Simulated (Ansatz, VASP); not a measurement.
C: VASP beside Ansatz

```xyz
3
Lattice="-1.2306 1.2306 3.2177 1.2306 -1.2306 3.2177 1.2306 1.2306 -3.2177" Properties=species:S:1:pos:R:3 pbc="T T T"
C     0.0000    0.0000    2.4950
C     0.0000    1.2306    1.6088
C     0.0000    0.0000    3.9403
```

Alike in both runs: functional PBE; k mesh 10 × 10 × 10; occupations gaussian, width 0.1 eV; no spin polarisation.

Ansatz relaxed the structure, and its values are those at the end. VASP's run is a single point on that final structure, the one shown.

|  | VASP | Ansatz |
| --- | --- | --- |
| version | VASP 6.6.1 | Ansatz 0.2.0 |
| potentials or method | VASP PAW PBE potentials, release 64 (C), cutoff 520 eV | scalar-relativistic, plane waves, PAW |
| valence electrons in the cell | 12 | 12 |

|  | VASP | Ansatz | Ansatz less VASP |
| --- | --- | --- | --- |
| gap on the k mesh at the Fermi level (eV) | none | none | - |
| pressure (GPa) | 0.6 | 0.0 | -0.60 |

A gap of «none» marks a metal or a gap that the smearing closes.

The k mesh is coarse, so the values compare programs but aren't converged.
